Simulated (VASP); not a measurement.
# Ti2NiGeS4 (I-42m) in VASP: single point with r2SCAN+U

Aim: the single point of Ti2NiGeS4 with r2SCAN+U.

Program: VASP 6.6.1. These are calculated values, not measurements. Logs are shortened: lines on timing, memory, paths and dates and some standing lists are left out, and cuts for length are marked.

**1. The cell of the first run**

The structure is tetragonal, space group I-42m (No. 121). Conventional cell: a = 5.324 Å, b = 5.324 Å, c = 10.526 Å, α = 90.00°, β = 90.00°, γ = 90.00°. Ni (site symmetry -42m) has 4 S at 2.37 Å within 3.1 Å. S (site symmetry m) has 2 Ti at 2.26 Å and 1 Ge at 2.31 Å and 1 Ni at 2.37 Å within 3.0 Å. Ti (site symmetry -4) has 4 S at 2.26 Å within 3.0 Å. Within 3.1 Å of Ge (site symmetry -42m) lie 4 S at 2.31 Å.

**2. Single point, r2SCAN+U, collinear spin, ferrimagnetic start**

Contents of POSCAR:

```
Ti2NiGeS4
1.0
    0.0000000000      5.3237523900      0.0000000000
    5.3237523900      0.0000000000      0.0000000000
    2.6618767000      2.6618767000     -5.2631837300
Ni S Ti Ge
1 4 2 1
Direct
    0.0000000000      0.0000000000      0.0000000000
    0.3870000000      0.3870000000      0.7360000000
    0.6130000000      0.1230000000      0.2640000000
    0.8770000000      0.8770000000      0.7360000000
    0.1230000000      0.6130000000      0.2640000000
    0.7500000000      0.2500000000      0.5000000000
    0.2500000000      0.7500000000      0.5000000000
    0.5000000000      0.5000000000      0.0000000000
```

Contents of INCAR.step1:

```
SYSTEM = Ti2NiGeS4
ALGO = Normal ; EDIFF = 1E-4
ENCUT = 520 ; GGA = PE
ISMEAR = -1 ; ISPIN = 2
LASPH = .True. ; LCHARG = .False.
LDAU = .True. ; LDAUJ = 0 0 0 0
LDAUL = 2 -1 2 -1 ; LDAUTYPE = 2
LDAUU = 2.55 0 4.02 0 ; LMAXMIX = 4
LREAL = .False. ; LWAVE = .True.
MAGMOM = -1.01 -0.06 -0.06 -0.06 -0.06 1.39 1.39 -0.01 ; NBANDS = 50
NELM = 150 ; PREC = Accurate
SIGMA = 0.1
```

Contents of INCAR.step2:

```
SYSTEM = Ti2NiGeS4
ALGO = Normal ; EDIFF = 1E-6
ENCUT = 520 ; ISIF = 2
ISMEAR = -1 ; ISPIN = 2
ISTART = 1 ; LASPH = .True.
LCHARG = .True. ; LDAU = .True.
LDAUJ = 0 0 0 0 ; LDAUL = 2 -1 2 -1
LDAUPRINT = 1 ; LDAUTYPE = 2
LDAUU = 2.55 0 4.02 0 ; LELF = .True.
LMAXMIX = 4 ; LMIXTAU = .True.
LORBIT = 11 ; LREAL = .False.
LVHAR = .True. ; LWAVE = .False.
MAGMOM = -1.01 -0.06 -0.06 -0.06 -0.06 1.39 1.39 -0.01 ; METAGGA = R2SCAN
NBANDS = 50 ; NELM = 150
PREC = Accurate ; SIGMA = 0.1
```

Contents of KPOINTS:

```
k-points
0
Gamma
  5 5 5
  0 0 0
```

Potentials or basis: VASP PAW PBE potentials, release 64 (Ni, S, Ti_sv, Ge_d).

The run is started by

```sh
$ cat potpaw_PBE.64/Ni/POTCAR potpaw_PBE.64/S/POTCAR potpaw_PBE.64/Ti_sv/POTCAR potpaw_PBE.64/Ge_d/POTCAR > POTCAR
$ cp INCAR.step1 INCAR
$ mpirun -np 1 vasp_std > vasp.out
$ cp INCAR.step2 INCAR
$ mpirun -np 1 vasp_std > vasp.out
```

OUTCAR:

```text
SYSTEM = Ti2NiGeS4
   EDIFF = 1E-6
   ENCUT = 520
   ISIF = 2
   ISMEAR = -1
   ISPIN = 2
   ISTART = 1
   LASPH = .True.
   LORBIT = 11
   LREAL = .False.
   METAGGA = R2SCAN
   NELM = 150
   PREC = Accurate

 ion  position               nearest neighbor table
   1  0.000  0.000  0.000-   2 2.37   3 2.37   5 2.37   4 2.37
   2  0.387  0.387  0.736-   6 2.26   7 2.26   8 2.31   1 2.37
   3  0.613  0.123  0.264-   7 2.26   6 2.26   8 2.31   1 2.37
   4  0.877  0.877  0.736-   6 2.26   7 2.26   8 2.31   1 2.37
   5  0.123  0.613  0.264-   6 2.26   7 2.26   8 2.31   1 2.37
   6  0.750  0.250  0.500-   5 2.26   4 2.26   2 2.26   3 2.26
   7  0.250  0.750  0.500-   3 2.26   4 2.26   2 2.26   5 2.26
   8  0.500  0.500  0.000-   4 2.31   3 2.31   5 2.31   2 2.31

  LATTYP: Found a body centered tetragonal cell.
 ALAT       =     5.3237523900
 C/A-ratio  =     1.9772458764

  Lattice vectors:

 A1 = (  -2.6618767000,   2.6618756900,   5.2631837300)
 A2 = (   2.6618756900,  -2.6618767000,   5.2631837300)
 A3 = (   2.6618767000,   2.6618767000,  -5.2631837300)

Analysis of symmetry for initial positions (statically):
=====================================================================
 Subroutine PRICEL returns:
 Original cell was already a primitive cell.

 Routine SETGRP: Setting up the symmetry group for a
 body centered tetragonal supercell.

 Subroutine GETGRP returns: Found  8 space group operations
 (whereof  8 operations were pure point group operations)
 out of a pool of 16 trial point group operations.

The static configuration has the point symmetry D_2d.

Analysis of symmetry for dynamics (positions and initial velocities):
=====================================================================
 Subroutine PRICEL returns:
 Original cell was already a primitive cell.

 Routine SETGRP: Setting up the symmetry group for a
 body centered tetragonal supercell.

 Subroutine GETGRP returns: Found  8 space group operations
 (whereof  8 operations were pure point group operations)
 out of a pool of 16 trial point group operations.

The dynamic configuration has the point symmetry D_2d.

Analysis of structural, dynamic, and magnetic symmetry:
=====================================================================
 Subroutine PRICEL returns:
 Original cell was already a primitive cell.

 Routine SETGRP: Setting up the symmetry group for a
 body centered tetragonal supercell.

 Subroutine GETGRP returns: Found  8 space group operations
 (whereof  8 operations were pure point group operations)
 out of a pool of 16 trial point group operations.

The overall configuration has the point symmetry D_2d.

 Subroutine INISYM returns: Found  8 space group operations
 (whereof  8 operations are pure point group operations),
 and found     1 'primitive' translations

----------------------------------------------------------------------------------------

                                     Primitive cell

  volume of cell :     149.1709

  direct lattice vectors                    reciprocal lattice vectors
     0.000000000  5.323752390  0.000000000     0.000000000  0.187837436  0.094999552
     5.323752390  0.000000000  0.000000000     0.187837436  0.000000000  0.094999552
     2.661876700  2.661876700 -5.263183730     0.000000000  0.000000000 -0.189999067

  length of vectors
     5.323752390  5.323752390  6.470879238     0.210494221  0.210494221  0.189999067

  position of ions in fractional coordinates (direct lattice)
[... 98 lines left out ...]
   EFERMI =   0.00;   METHOD = LEGACY
   ISMEAR =    -1;   SIGMA  =   0.10  broadening in eV -4-tet -1-fermi 0-gaus
   EFERMI_NEDOS =   21; number of points for ismear=-14 and -15
   IALGO  =     38    algorithm
   IMIX   =      4    mixing-type and parameters
     AMIX     =   0.40;   BMIX     =  1.00
     AMIX_MAG =   1.60;   BMIX_MAG =  1.00
  volume/ion in A,a.u.               =      18.65       125.83
  Fermi-wavevector in a.u.,A,eV,Ry     =   1.284175  2.426739 22.437446  1.649106
  Thomas-Fermi vector in A             =   2.416384
   LORBIT       =     11    0 simple, 1 ext, 2 COOP (PROOUT), +10 PAW based schemes
 LDA+U is selected, type is set to LDAUTYPE =  2
   angular momentum for each species LDAUL =     2   -1    2   -1
   U (eV)           for each species LDAUU =   2.5  0.0  4.0  0.0
   J (eV)           for each species LDAUJ =   0.0  0.0  0.0  0.0
   METAGGA = R2SCAN    functional components
   LHFCALC =     F    Hartree Fock is set to
   AEXX    =    0.0000 exact exchange contribution
   IVDW    =     0    specifies the selected vdW correction
   LEPSILON=     F    determine dielectric tensor
   LRPA    =     F    only Hartree local field effects (RPA)
 spin polarized calculation
  energy-cutoff  :      520.00
  volume of cell :      149.17
 maximum number of plane-waves:      4040
   NGX = 19   NGY = 19   NGZ = 25

atom =   1  type =  1  l = 2

 onsite density matrix

spin component  1
[... 83 lines left out ...]
  o =  0.0427  v =  0.0000  0.0000  0.0000  0.0000  0.0000  0.0000 -0.0000  1.0000 -0.0000  0.0000      0.0000  0.0000  0.0000  0.0000  0.0000  0.0000  0.0000  0.0000  0.0000  0.0000
  o =  0.0514  v =  0.0000  0.0000  0.0000  0.0000  0.0000  0.0300 -0.0000 -0.0000  0.0000  0.9996      0.0000  0.0000  0.0000  0.0000  0.0000  0.0000  0.0000  0.0000  0.0000  0.0000
  o =  0.1140  v =  0.0000  0.0000  0.0000  0.0000  0.0000  0.0000  0.7353  0.0000  0.6777 -0.0000      0.0000  0.0000  0.0000  0.0000  0.0000  0.0000  0.0000  0.0000  0.0000  0.0000
  o =  0.1140  v =  0.0000  0.0000  0.0000  0.0000  0.0000  0.0000 -0.6777  0.0000  0.7353 -0.0000      0.0000  0.0000  0.0000  0.0000  0.0000  0.0000  0.0000  0.0000  0.0000  0.0000
  o =  0.1218  v =  0.0000  0.0000  0.0000  0.0000  0.0000 -0.9996  0.0000  0.0000  0.0000  0.0300      0.0000  0.0000  0.0000  0.0000  0.0000  0.0000  0.0000  0.0000  0.0000  0.0000
  o =  0.1410  v =  0.9775  0.0000  0.0000  0.0000  0.2110  0.0000  0.0000  0.0000  0.0000  0.0000      0.0000  0.0000  0.0000  0.0000  0.0000  0.0000  0.0000  0.0000  0.0000  0.0000
  o =  0.2318  v = -0.0000  0.0000  1.0000  0.0000 -0.0000  0.0000  0.0000  0.0000  0.0000  0.0000      0.0000  0.0000  0.0000  0.0000  0.0000  0.0000  0.0000  0.0000  0.0000  0.0000
  o =  0.2338  v =  0.0000  0.7193 -0.0000 -0.6947 -0.0000  0.0000  0.0000  0.0000  0.0000  0.0000      0.0000  0.0000  0.0000  0.0000  0.0000  0.0000  0.0000  0.0000  0.0000  0.0000
  o =  0.2338  v =  0.0000 -0.6947  0.0000 -0.7193  0.0000  0.0000  0.0000  0.0000  0.0000  0.0000      0.0000  0.0000  0.0000  0.0000  0.0000  0.0000  0.0000  0.0000  0.0000  0.0000
  o =  0.7275  v =  0.2110 -0.0000  0.0000  0.0000 -0.9775  0.0000  0.0000  0.0000  0.0000  0.0000      0.0000  0.0000  0.0000  0.0000  0.0000  0.0000  0.0000  0.0000  0.0000  0.0000

 number of electron      72.0000001 magnetization       1.9672126

 Free energy of the ion-electron system (eV)
  ---------------------------------------------------
  ext. energy  EPLUGINS =         0.00000000
  ---------------------------------------------------
  free energy    TOTEN  =       -81.43137327 eV

  energy without entropy =      -81.31242596  energy(sigma->0) =      -81.37189962

 E-fermi :   7.0533     XC(G=0): -10.8072

 val. band max:        7.0466436053   @ k =   0.2000   0.0000   0.0000
 cond. band min:       7.0678578274   @ k =   0.2000   0.2000   0.0000
 fundamental gap:      0.0212142221
 Fermi energy:         7.0532927110

 spin component 1

 k-point     1 :       0.0000    0.0000    0.0000
  band No.  band energies     occupation
      1     -53.6451      1.00000
      2     -53.6410      1.00000
      3     -29.1014      1.00000
      4     -29.0880      1.00000
      5     -28.9423      1.00000
      6     -28.9423      1.00000
[... 907 lines left out ...]
     47      10.6185      0.00000
     48      11.0872      0.00000
 Fermi energy:         7.0532927110

 spin component 2

 k-point     1 :       0.0000    0.0000    0.0000
  band No.  band energies     occupation
      1     -52.3089      1.00000
      2     -52.3046      1.00000
      3     -28.0455      1.00000
      4     -28.0306      1.00000
      5     -27.4257      1.00000
      6     -27.4256      1.00000
[... 907 lines left out ...]
     47      11.4058      0.00000
     48      11.9186      0.00000
 [bands above 48 left out]

------------------------ aborting loop because EDIFF is reached ----------------------------------------

  FORCE on cell =-STRESS in cart. coord.  units (eV):
  Direction    XX          YY          ZZ          XY          YZ          ZX
  --------------------------------------------------------------------------------------
  -------------------------------------------------------------------------------------
  Total       14.3725814     14.3725814     13.8661527      0.0000000     -0.0000013     -0.0000013
  in kB      154.3693706    154.3693706    148.9300491      0.0000000     -0.0000143     -0.0000143
  external PRESSURE =     152.5562634 kB  Pullay stress =       0.0000000 kB

 VOLUME and BASIS-vectors are now :
 -----------------------------------------------------------------------------
  energy-cutoff  :      520.00
  volume of cell :      149.17
      direct lattice vectors                 reciprocal lattice vectors
     0.000000000  5.323752390  0.000000000     0.000000000  0.187837436  0.094999552
     5.323752390  0.000000000  0.000000000     0.187837436  0.000000000  0.094999552
     2.661876700  2.661876700 -5.263183730     0.000000000  0.000000000 -0.189999067

 POSITION                                       TOTAL-FORCE (eV/Angst)
 -----------------------------------------------------------------------------------
      0.00000      0.00000      0.00000         0.000000     -0.000000      0.000000
      4.01943      4.01943     -3.87370        -0.865989     -0.865989     -2.401295
      1.35756      3.96620     -1.38948        -0.865989      0.865989      2.401295
      6.62807      6.62807     -3.87370         0.865989      0.865989     -2.401295
      3.96620      1.35756     -1.38948         0.865989     -0.865989      2.401295
      2.66188      5.32375     -2.63159        -0.000000     -0.000000      0.000000
      5.32375      2.66188     -2.63159        -0.000000     -0.000000      0.000000
      2.66188      2.66188      0.00000         0.000000     -0.000000      0.000000
 -----------------------------------------------------------------------------------
    total drift:                                0.000251      0.000251      0.000044

  FREE ENERGIE OF THE ION-ELECTRON SYSTEM (eV)
  ---------------------------------------------------
  free  energy   TOTEN  =       -81.4313732728 eV

  energy  without entropy=      -81.3124259584  energy(sigma->0) =      -81.37189962

 total charge

# of ion       s       p       d       tot
------------------------------------------
    1        0.322   0.334   8.551   9.207
    2        1.323   2.511   0.000   3.834
    3        1.323   2.511   0.000   3.834
    4        1.323   2.511   0.000   3.834
    5        1.323   2.511   0.000   3.834
    6        2.203   6.178   1.987  10.368
    7        2.203   6.178   1.987  10.368
    8        1.270   1.007  10.110  12.387
--------------------------------------------------
tot         11.290  23.740  22.635  57.665

 magnetization (x)

# of ion       s       p       d       tot
------------------------------------------
    1        0.010   0.005  -0.697  -0.682
    2       -0.011  -0.075   0.000  -0.086
    3       -0.011  -0.075   0.000  -0.086
    4       -0.011  -0.075   0.000  -0.086
    5       -0.011  -0.075   0.000  -0.086
    6        0.017   0.015   1.116   1.149
    7        0.017   0.015   1.116   1.149
    8       -0.075   0.082   0.008   0.014
--------------------------------------------------
tot         -0.073  -0.185   1.543   1.286
```

Run time: 19 min. Hardware: 1 thread of Intel Xeon 6975P-C (Granite Rapids), shared host; peak memory 0.5 GiB.

Results:

```yaml
Free_energy: -81.4314 eV
Pressure: 15.3 GPa
Largest_force: 2.696 eV/Å
Band_gap_on_the_k_mesh: zero (filled and empty bands overlap)
Net_moment: 1.97 μB per cell
Site_moments: Ni -0.68; S -0.09; Ti +1.15; Ge +0.01 μB
Valence_electrons_inside_the_program's_atomic_spheres: Ni 9.21; S 3.83; Ti 10.37; Ge 12.39
```

Forces on the atoms (eV/Å):
```
Ni   0.000  0.000  0.000
S   -0.866 -0.866 -2.401
S   -0.866  0.866  2.401
S    0.866  0.866 -2.401
S    0.866 -0.866  2.401
Ti   0.000  0.000  0.000
Ti   0.000  0.000  0.000
Ge   0.000  0.000  0.000
```

Eigenvalues of the final occupation matrices:
```
    site  spin  trace               eigenvalues
site 1 d     1   3.94  0.38 0.86 0.86 0.90 0.93
site 1 d     2   4.64  0.92 0.92 0.93 0.94 0.94
site 6 d     1   1.57  0.14 0.23 0.23 0.23 0.73
site 6 d     2   0.44  0.04 0.05 0.11 0.11 0.12
site 7 d     1   1.57  0.14 0.23 0.23 0.23 0.73
site 7 d     2   0.44  0.04 0.05 0.11 0.11 0.12
```

Caveat: the cell stands under pressure; the PAW data sets were made with another functional, which shifts forces and pressure a little; a cell with one magnetic atom can't hold antiferromagnetic order, which such compounds often take. The state reached can hang on the start; a lower one may exist.

The gap in the log of VASP goes by the Fermi energy; the results here count the filled bands.